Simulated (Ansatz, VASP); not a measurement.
## BiAsSe: VASP beside Ansatz

The input INCAR:

```
SYSTEM = BiAsSe
ALGO = Normal
EDIFF = 1E-6
ENCUT = 520
GGA = PE
ISIF = 2
ISMEAR = 0
LASPH = .TRUE.
LCHARG = .TRUE.
LELF = .TRUE.
LREAL = .FALSE.
LVHAR = .TRUE.
LWAVE = .FALSE.
NBANDS = 20
NELM = 100
PREC = Accurate
SIGMA = 0.1
```

The input KPOINTS:

```
k-points
0
G
  4 4 4
  0 0 0
```

File POSCAR:

```
BiAsSe
1.0
    4.1660350700      0.0000000000      0.0000000000
    0.0000000000      4.1660350700      0.0000000000
    0.0000000000      0.0000000000      5.9124115300
Bi As Se
1 1 1
Direct
    0.0000000000      0.0000000000      0.5000000000
    0.0000000000      0.0000000000      0.0000000000
    0.5000000000      0.5000000000      0.5000000000
```

Input for Ansatz:

```yaml
crystal:
  lattice:
    - [4.16603507, 0.0, 0.0]
    - [0.0, 4.16603507, 0.0]
    - [0.0, 0.0, 5.91241153]
  atoms:
    - { symbol: Bi, position: [0.0, 0.0, 0.5] }
    - { symbol: As, position: [0.0, 0.0, 0.0] }
    - { symbol: Se, position: [0.5, 0.5, 0.5] }
basis:
  ecutwfc: 420
kpoints:
  mp_grid: { grid: [4, 4, 4] }
hamiltonian:
  xc: pbe
scf:
  occupations: { method: gaussian, width: 0.1 }
  lower_state_search: "off"
output:
  forces: true
  stress: true
  eigenvalues: true
```

Alike in both runs: task single point; functional PBE; k mesh 4 × 4 × 4; occupations gaussian, width 0.1 eV; no spin polarisation.

|  | VASP | Ansatz |
| --- | --- | --- |
| version | VASP 6.6.1 | Ansatz 0.2.0 |
| potentials or method | VASP PAW PBE potentials, release 64 (Bi_d, As, Se), cutoff 520 eV | scalar-relativistic, plane waves, PAW |
| valence electrons in the cell | 26 | 46 |

|  | VASP | Ansatz | Ansatz less VASP |
| --- | --- | --- | --- |
| gap on the k mesh at the Fermi level (eV) | none | none | - |
| pressure (GPa) | -2.5 | -2.5 | 0.00 |
| traceless stress, the component that is largest in VASP (GPa) | -2.55 | -2.55 | +0.002 |

A gap of «none» marks a metal or a gap that the smearing closes. VASP's potentials hold 26 valence electrons a cell and Ansatz's 46, so a difference there can come from the potentials and not from the codes.

The k mesh is coarse, so the values compare programs but aren't converged. Spin-orbit coupling is off throughout.
